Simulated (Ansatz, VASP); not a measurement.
# TaN: VASP beside Ansatz

```
Ta N
1.0
     0.00000    2.36651    2.36651
     2.36651    0.00000    2.36651
     2.36651    2.36651    0.00000
Ta N
1 1
Direct
  0.00000 0.00000 0.00000
  0.25000 0.25000 0.25000
```

Alike in both runs: task single point; functional PBE; k mesh 12 × 12 × 12; occupations gaussian, width 0.05 eV; collinear spin.

```csv
,VASP,Ansatz
version,VASP 6.6.1,Ansatz 0.2.0
potentials or method,"VASP PAW PBE potentials, release 64 (Ta_pv, N), cutoff 600 eV","scalar-relativistic, plane waves, PAW"
valence electrons in the cell,16,18
```

Ansatz gave:

| Property | Result |
| --- | --- |
| pressure (GPa) | 3.8 |
| net moment per atom (μB) | 0.00 |

Estimate VASP's values.

pressure (GPa): 4.3; net moment per atom (μB): 0.00.

With one functional, cell and mesh, what is left measures potentials, basis and numerics. VASP's potentials hold 16 valence electrons a cell and Ansatz's 18, so a difference there can come from the potentials and not from the codes. Ansatz's warnings: seeded moment not kept.

Neither program's run includes spin-orbit coupling.
